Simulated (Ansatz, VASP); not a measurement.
# Rh: VASP beside Ansatz

```xyz
4
Lattice="2.8229 0.0000 0.0000 -1.4114 2.2746 0.0000 0.0000 0.0000 8.4072" Properties=species:S:1:pos:R:3 pbc="T T T"
Rh    0.0000    0.0000    0.0000
Rh    0.0000    1.5164    2.1018
Rh    0.0000    0.0000    4.2036
Rh    1.4114    0.7582    6.3054
```

Change from the starting cell: strain +e along x and -e along y +0.0367, strain +e along z and -e/2 along x and y -0.0367.

Alike in both runs: task single point; functional PBEsol; k mesh 18 × 18 × 6; occupations gaussian, width 0.15 eV; no spin polarisation.

|  | VASP | Ansatz |
| --- | --- | --- |
| version | VASP 6.6.1 | Ansatz 0.2.0 |
| potentials or method | VASP PAW PBE potentials, release 64 (Rh_pv), cutoff 520 eV | scalar-relativistic, plane waves, PAW |
| valence electrons in the cell | 60 | 68 |

|  | VASP | Ansatz | Ansatz less VASP |
| --- | --- | --- | --- |
| gap on the k mesh at the Fermi level (eV) | none | none | - |
| pressure (GPa) | 2.9 | 3.0 | +0.05 |
| traceless stress, the component that is largest in VASP (GPa) | -14.58 | -14.59 | -0.006 |
| rms of the force components (eV/Å) | 0.098 | 0.098 | -0.0001 |

VASP's potentials were made for PBE, not for PBEsol, and Ansatz warns of the same on its side. Atom by atom the forces differ by 0.000 eV/Å (rms over components). A gap of «none» marks a metal or a gap that the smearing closes. VASP's potentials hold 60 valence electrons a cell and Ansatz's 68, so a difference there can come from the potentials and not from the codes.
